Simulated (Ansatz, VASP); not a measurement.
# One calculation of Sn, two programs

```
CELL_PARAMETERS angstrom
5.39222 0.00000 0.00000
-2.69611 4.66980 0.00000
0.00000 0.00000 3.22615
ATOMIC_POSITIONS crystal
Sn 0.00000 0.00000 0.00000
Sn 0.33333 0.66667 0.50000
Sn 0.66667 0.33333 0.50000
```

Alike in both runs: functional r2SCAN; k mesh 12 × 12 × 14; occupations gaussian, width 0.1 eV; no spin polarisation.

Ansatz relaxed the structure, and its values are those at the end. VASP's run is a single point on that final structure, the one shown.

|  | VASP | Ansatz |
| --- | --- | --- |
| version | VASP 6.6.1 | Ansatz 0.2.0 |
| potentials or method | VASP PAW PBE potentials, release 64 (Sn_d), cutoff 520 eV | scalar-relativistic, plane waves, PAW |
| valence electrons in the cell | 42 | 42 |

```csv
,VASP,Ansatz,Ansatz less VASP
gap on the k mesh at the Fermi level (eV),none,none,-
pressure (GPa),0.0,0.0,+0.01
```

VASP's potentials were made for PBE, not for r2SCAN. A gap of «none» marks a metal or a gap that the smearing closes. The functional is the same, so the differences come from potentials, cutoffs and numerics.
